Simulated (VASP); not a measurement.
# BP (I-4m2) in VASP: a series of runs

BP is run at these levels: PBE; tasks: single point.

Everything below comes from runs of VASP 6.6.1. Logs are shortened: lines on timing, memory, paths and dates and some standing lists are left out, and cuts for length are marked.

## 1. The cell of the first run

It takes space group I-4m2 (No. 119, tetragonal). Conventional cell: a = 3.466 Å, b = 3.466 Å, c = 4.356 Å, α = 90.00°, β = 90.00°, γ = 90.00°. B (site symmetry -4m2) has 4 P at 2.05 Å within 2.7 Å. Within 2.7 Å of P (site symmetry -4m2) lie 4 B at 2.05 Å.

## 2. Single point, PBE (strain +0.080 along x and y, -0.040 along z)

Contents of INCAR:

```
  ALGO = Normal
  EDIFF = 1E-7
  ENCUT = 520
  GGA = PE
  ISIF = 2
  ISMEAR = 0
  LASPH = True
  LCHARG = False
  LREAL = False
  LWAVE = False
  NBANDS = 11
  NELM = 60
  PREC = Accurate
  SIGMA = 0.05
```

Contents of KPOINTS:

```
k-points
0
Gamma
  10 10 10
```

Contents of POSCAR:

```
BP
1.0
    0.0000000000      2.4505200000      2.1782400000
    2.4505200000      0.0000000000      2.1782400000
    2.4505200000      2.4505200000      0.0000000000
B P
1 1
Direct
    0.0000000000      0.0000000000      0.0000000000
    0.7500000000      0.7500000000      0.7500000000
```

Potentials or basis: VASP PAW PBE potentials, release 64 (B, P).

Command:

```console
$ cat potpaw_PBE.64/B/POTCAR potpaw_PBE.64/P/POTCAR > POTCAR
$ mpirun -np 1 vasp_std > vasp.out
```

OUTCAR:

```text
EDIFF = 1E-7
   ENCUT = 520
   GGA = PE
   ISIF = 2
   ISMEAR = 0
   LASPH = True
   LREAL = False
   NELM = 60
   PREC = Accurate

 ion  position               nearest neighbor table
   1  0.000  0.000  0.000-   2 2.05   2 2.05   2 2.05   2 2.05
   2  0.750  0.750  0.750-   1 2.05   1 2.05   1 2.05   1 2.05

  LATTYP: Found a body centered tetragonal cell.
 ALAT       =     3.4655586189
 C/A-ratio  =     1.2570787221

  Lattice vectors:

 A1 = (   0.0000000000,  -2.4505200000,  -2.1782400000)
 A2 = (   0.0000000000,   2.4505200000,  -2.1782400000)
 A3 = (   2.4505200000,   0.0000000000,   2.1782400000)

Analysis of symmetry for initial positions (statically):
=====================================================================
 Subroutine PRICEL returns:
 Original cell was already a primitive cell.

 Routine SETGRP: Setting up the symmetry group for a
 body centered tetragonal supercell.

 Subroutine GETGRP returns: Found  8 space group operations
 (whereof  8 operations were pure point group operations)
 out of a pool of 16 trial point group operations.

The static configuration has the point symmetry D_2d.

Analysis of symmetry for dynamics (positions and initial velocities):
=====================================================================
 Subroutine PRICEL returns:
 Original cell was already a primitive cell.

 Routine SETGRP: Setting up the symmetry group for a
 body centered tetragonal supercell.

 Subroutine GETGRP returns: Found  8 space group operations
 (whereof  8 operations were pure point group operations)
 out of a pool of 16 trial point group operations.

The dynamic configuration has the point symmetry D_2d.

 Subroutine INISYM returns: Found  8 space group operations
 (whereof  8 operations are pure point group operations),
 and found     1 'primitive' translations

----------------------------------------------------------------------------------------

                                     Primitive cell

  volume of cell :      26.1609

  direct lattice vectors                    reciprocal lattice vectors
     0.000000000  2.450520000  2.178240000    -0.204038327  0.204038327  0.229543117
     2.450520000  0.000000000  2.178240000     0.204038327 -0.204038327  0.229543117
     2.450520000  2.450520000  0.000000000     0.204038327  0.204038327 -0.229543117

  length of vectors
     3.278685372  3.278685372  3.465558619     0.368718484  0.368718484  0.368718484

  position of ions in fractional coordinates (direct lattice)
[... 82 lines left out ...]
   NSW    =      0    number of steps for IOM
   IBRION =     -1    ionic relax: 0-MD 1-quasi-New 2-CG
   NFREE  =      0    steps in history (QN), initial steepest desc. (CG)
   ISIF   =      2    stress and relaxation
   ISYM   =      2    0-nonsym 1-usesym 2-fastsym
   POTIM  = 0.5000    time-step for ionic-motion
   TEBEG  =    0.0;   TEEND  =   0.0 temperature during run
   PSTRESS=    0.0 pullay stress
   NELECT =       8.0000    total number of electrons
   NUPDOWN=      -1.0000    fix difference up-down
   EMIN   =  10.00;   EMAX   =-10.00  energy-range for DOS
   EFERMI =   0.00;   METHOD = LEGACY
   ISMEAR =     0;   SIGMA  =   0.05  broadening in eV -4-tet -1-fermi 0-gaus
   EFERMI_NEDOS =   21; number of points for ismear=-14 and -15
   IALGO  =     38    algorithm
   IMIX   =      4    mixing-type and parameters
     AMIX     =   0.40;   BMIX     =  1.00
     AMIX_MAG =   1.60;   BMIX_MAG =  1.00
  volume/ion in A,a.u.               =      13.08        88.27
  Fermi-wavevector in a.u.,A,eV,Ry     =   1.102946  2.084265 16.551337  1.216489
  Thomas-Fermi vector in A             =   2.239396
   LORBIT       =      0    0 simple, 1 ext, 2 COOP (PROOUT), +10 PAW based schemes
   GGA     = PE    functional components
   LHFCALC =     F    Hartree Fock is set to
   AEXX    =    0.0000 exact exchange contribution
   IVDW    =     0    specifies the selected vdW correction
   LEPSILON=     F    determine dielectric tensor
   LRPA    =     F    only Hartree local field effects (RPA)
 non-spin polarized calculation
 Gauss-broadening in eV      SIGMA  =   0.05
  energy-cutoff  :      520.00
  volume of cell :       26.16
 maximum number of plane-waves:       732
   NGX = 13   NGY = 13   NGZ = 13

 number of electron       8.0000000 magnetization

 Free energy of the ion-electron system (eV)
  ---------------------------------------------------
  ext. energy  EPLUGINS =         0.00000000
  ---------------------------------------------------
  free energy    TOTEN  =       -12.63965358 eV

  energy without entropy =      -12.63959716  energy(sigma->0) =      -12.63962537

 E-fermi :   6.6011     XC(G=0): -10.4442

 val. band max:        6.3437284408   @ k =   0.1000   0.0000   0.0000
 cond. band min:       6.6011021779   @ k =   0.4000   0.4000   0.0000
 fundamental gap:      0.2573737371
 Fermi energy:         6.6011021765

 k-point     1 :       0.0000    0.0000    0.0000
  band No.  band energies     occupation
      1      -8.3238      2.00000
      2       5.8512      2.00000
      3       5.8512      2.00000
      4       6.8018      0.00000
      5       9.0327      0.00000
      6       9.7301      0.00000
      7       9.7301      0.00000
      8      11.7200      0.00000
      9      16.6207      0.00000
     10      16.9932      0.00000
     11      18.8674      0.00000
[... 309 lines left out ...]
 k-point    24 :       0.4000    0.3000    0.0000
  band No.  band energies     occupation
      1      -5.3034      2.00000
      2       0.6023      2.00000
      3       2.3787      2.00000
      4       2.3845      2.00000
      5       7.1228      0.00000
      6       9.3206      0.00000
      7      14.7855      0.00000
      8      14.8768      0.00000
      9      19.5064      0.00000
     10      20.3513      0.00000
     11      22.4374      0.00000

 [... further k-points ...]
[... 5 lines left out ...]
  --------------------------------------------------------------------------------------
  -------------------------------------------------------------------------------------
  Total       -3.6284739     -3.6284739      0.2773104      0.0000000     -0.0000000      0.0000000
  in kB     -222.2195989   -222.2195989     16.9833927      0.0000000     -0.0000000      0.0000000
  external PRESSURE =    -142.4852684 kB  Pullay stress =       0.0000000 kB

 VOLUME and BASIS-vectors are now :
 -----------------------------------------------------------------------------
  energy-cutoff  :      520.00
  volume of cell :       26.16
      direct lattice vectors                 reciprocal lattice vectors
     0.000000000  2.450520000  2.178240000    -0.204038327  0.204038327  0.229543117
     2.450520000  0.000000000  2.178240000     0.204038327 -0.204038327  0.229543117
     2.450520000  2.450520000  0.000000000     0.204038327  0.204038327 -0.229543117

 POSITION                                       TOTAL-FORCE (eV/Angst)
 -----------------------------------------------------------------------------------
      0.00000      0.00000      0.00000         0.000000      0.000000      0.000000
      3.67578      3.67578      3.26736        -0.000000     -0.000000      0.000000
 -----------------------------------------------------------------------------------
    total drift:                               -0.000000     -0.000000      0.000000

  FREE ENERGIE OF THE ION-ELECTRON SYSTEM (eV)
  ---------------------------------------------------
  free  energy   TOTEN  =       -12.6396535813 eV

  energy  without entropy=      -12.6395971623  energy(sigma->0) =      -12.63962537
```

OSZICAR:

```text
N       E                     dE             d eps       ncg     rms          rms(c)
DAV:   1     0.937921155300E+01    0.93792E+01   -0.38465E+03  2252   0.646E+02
DAV:   2    -0.124436523069E+02   -0.21823E+02   -0.20878E+02  2944   0.104E+02
DAV:   3    -0.131094161351E+02   -0.66576E+00   -0.66418E+00  2901   0.163E+01
DAV:   4    -0.131122381319E+02   -0.28220E-02   -0.28217E-02  2553   0.122E+00
DAV:   5    -0.131122556528E+02   -0.17521E-04   -0.17521E-04  2752   0.949E-02    0.604E+00
DAV:   6    -0.127031792715E+02    0.40908E+00   -0.10719E+00  2499   0.412E+00    0.328E+00
DAV:   7    -0.126456809928E+02    0.57498E-01   -0.12873E-01  2765   0.183E+00    0.120E+00
DAV:   8    -0.126391504766E+02    0.65305E-02   -0.21360E-02  2601   0.805E-01    0.153E-01
DAV:   9    -0.126394675279E+02   -0.31705E-03   -0.74167E-04  2656   0.171E-01    0.809E-02
DAV:  10    -0.126396437320E+02   -0.17620E-03   -0.23017E-04  2545   0.950E-02    0.257E-02
DAV:  11    -0.126396524210E+02   -0.86891E-05   -0.83305E-06  2892   0.196E-02    0.228E-02
DAV:  12    -0.126396536743E+02   -0.12533E-05   -0.37534E-06  2514   0.987E-03    0.760E-03
DAV:  13    -0.126396535813E+02    0.93022E-07   -0.78088E-08  1989   0.193E-03
   1 F= -.12639654E+02 E0= -.12639625E+02  d E =-.564190E-04
```

Wall time 35 s (1 thread of AMD EPYC 7R13, shared host); peak memory 0.13 GiB.

Results:

```
Free energy            : -12.6397 eV
Pressure               : -14.2 GPa
Band gap on the k mesh : zero (band 4 reaches 6.80 eV, above the bottom of band 5 at 6.60 eV)
```

Stress tensor (GPa, compression positive):
```
-22.22   0.00   0.00
  0.00 -22.22   0.00
  0.00   0.00   1.70
```

Levels at points of the mesh, in eV from the Fermi level:
```
           k point  band 1  band 2  band 3  band 4  band 5  band 6  band 7  band 8
(0.00, 0.00, 0.00)  -14.92   -0.75   -0.75    0.20    2.43    3.13    3.13    5.12
(0.50, 0.00, 0.00)  -11.99   -8.68   -2.66   -1.45    2.10    3.73    5.26    9.39
(0.50, 0.50, 0.00)  -10.02   -7.79   -4.83   -4.83    0.30    0.41   10.61   10.61
(0.50, 0.00, 0.50)  -10.95   -8.75   -3.81   -3.63    1.58    1.86    9.43   10.85
```

Caveat: the cell differs from its parent crystal (strain +0.080 along x and y, -0.040 along z).

## 3. Single point, PBE (strain +0.080 along x and y, +0.040 along z)

Contents of INCAR:

```
SYSTEM = BP
PREC = Accurate
ENCUT = 520
EDIFF = 1E-7
ISMEAR = 0
SIGMA = 0.05
LREAL = .False.
LASPH = .True.
NELM = 60
ALGO = Normal
ISIF = 2
LWAVE = .False.
LCHARG = .False.
GGA = PE
NBANDS = 11
```

Contents of KPOINTS:

```
regular mesh
0
Gamma
  10 10 10
  0 0 0
```

Contents of POSCAR:

```
BP
1.0
    0.0000000000      2.4505200000      2.3597600000
    2.4505200000      0.0000000000      2.3597600000
    2.4505200000      2.4505200000      0.0000000000
B P
1 1
Direct
    0.0000000000      0.0000000000      0.0000000000
    0.7500000000      0.7500000000      0.7500000000
```

Potentials or basis: VASP PAW PBE potentials, release 64 (B, P).

Command:

```console
$ cat potpaw_PBE.64/B/POTCAR potpaw_PBE.64/P/POTCAR > POTCAR
$ mpirun -np 1 vasp_std > vasp.out
```

OUTCAR:

```text
SYSTEM = BP
   PREC = Accurate
   ENCUT = 520
   EDIFF = 1E-7
   ISMEAR = 0
   LREAL = .False.
   LASPH = .True.
   NELM = 60
   ISIF = 2
   GGA = PE

 ion  position               nearest neighbor table
   1  0.000  0.000  0.000-   2 2.10   2 2.10   2 2.10   2 2.10
   2  0.750  0.750  0.750-   1 2.10   1 2.10   1 2.10   1 2.10

  LATTYP: Found a body centered tetragonal cell.
 ALAT       =     3.4655586189
 C/A-ratio  =     1.3618352823

  Lattice vectors:

[... 525 lines left out ...]

  FORCE on cell =-STRESS in cart. coord.  units (eV):
  Direction    XX          YY          ZZ          XY          YZ          ZX
  --------------------------------------------------------------------------------------
  -------------------------------------------------------------------------------------
  Total       -4.1996403     -4.1996403     -2.7870910      0.0000000     -0.0000000     -0.0000000
  in kB     -237.4151020   -237.4151020   -157.5605173      0.0000000     -0.0000000     -0.0000000
  external PRESSURE =    -210.7969071 kB  Pullay stress =       0.0000000 kB

 VOLUME and BASIS-vectors are now :
 -----------------------------------------------------------------------------
  energy-cutoff  :      520.00
  volume of cell :       28.34
      direct lattice vectors                 reciprocal lattice vectors
     0.000000000  2.450520000  2.359760000    -0.204038327  0.204038327  0.211885955
     2.450520000  0.000000000  2.359760000     0.204038327 -0.204038327  0.211885955
     2.450520000  2.450520000  0.000000000     0.204038327  0.204038327 -0.211885955

 POSITION                                       TOTAL-FORCE (eV/Angst)
 -----------------------------------------------------------------------------------
      0.00000      0.00000      0.00000        -0.000000     -0.000000     -0.000000
      3.67578      3.67578      3.53964         0.000000      0.000000      0.000000
 -----------------------------------------------------------------------------------
    total drift:                               -0.000000     -0.000000      0.000000

  FREE ENERGIE OF THE ION-ELECTRON SYSTEM (eV)
  ---------------------------------------------------
  free  energy   TOTEN  =       -12.5424426516 eV

  energy  without entropy=      -12.5424426516  energy(sigma->0) =      -12.54244265
```

stdout:

```text
POSCAR found type information on POSCAR B P
 POSCAR found :  2 types and       2 ions
 scaLAPACK will be used
 LDA part: xc-table for (Slater+PW92), standard interpolation
 POSCAR, INCAR and KPOINTS ok, starting setup
 FFT: planning ... GRIDC
 FFT: planning ... GRID_SOFT
 FFT: planning ... GRID
 WAVECAR not read
 entering main loop
```

It took 48 s on 1 thread of AMD EPYC 7R13, shared host; peak memory 0.14 GiB.

What came out:

```
Free energy            : -12.5424 eV
Pressure               : -21.1 GPa
Band gap on the k mesh : 0.98 eV, indirect (least direct gap 2.83 eV)
```

Stress tensor (GPa, compression positive):
```
-23.74   0.00   0.00
  0.00 -23.74   0.00
  0.00   0.00 -15.76
```

Caveat: the cell differs from its parent crystal (strain +0.080 along x and y, +0.040 along z). A k mesh can miss the band edges.
